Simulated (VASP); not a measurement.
Input of a VASP 6.6.1 run:

Contents of INCAR:

```
PREC = Accurate
ENCUT = 520
EDIFF = 1E-6
ISMEAR = -1
SIGMA = 0.05
LREAL = F
LASPH = T
NELM = 150
ALGO = Normal
ISIF = 2
LWAVE = F
LCHARG = T
ISPIN = 2
MAGMOM = 1 0 0
LORBIT = 11
LMAXMIX = 4
GGA = RP
LELF = T
LVHAR = T
NBANDS = 20
```

File KPOINTS:

```
regular mesh
0
Gamma
  9 9 9
```

Contents of POSCAR:

```
Si2Ni
1.0
    0.0000000000      2.7423452070      2.7423452070
    2.7423452070      0.0000000000      2.7423452070
    2.7423452070      2.7423452070      0.0000000000
Ni Si
1 2
Direct
    0.0000000000      0.0000000000      0.0000000000
    0.7500000000      0.7500000000      0.7500000000
    0.2500000000      0.2500000000      0.2500000000
```

Potentials or basis: VASP PAW PBE potentials, release 64 (Ni, Si).

Run with:

```console
$ cat potpaw_PBE.64/Ni/POTCAR potpaw_PBE.64/Si/POTCAR > POTCAR
$ mpirun -np 1 vasp_std > vasp.out
```

Question: What does it give for the pressure?

Answer: -0.3 GPa.

Question: Estimate the band gap on the k mesh.

Answer: Zero (filled and empty bands overlap).

Question: What does it give for the net moment?

Answer: 0.00 μB per cell.

Caveat: the PAW data sets were made with another functional, which shifts forces and pressure a little.
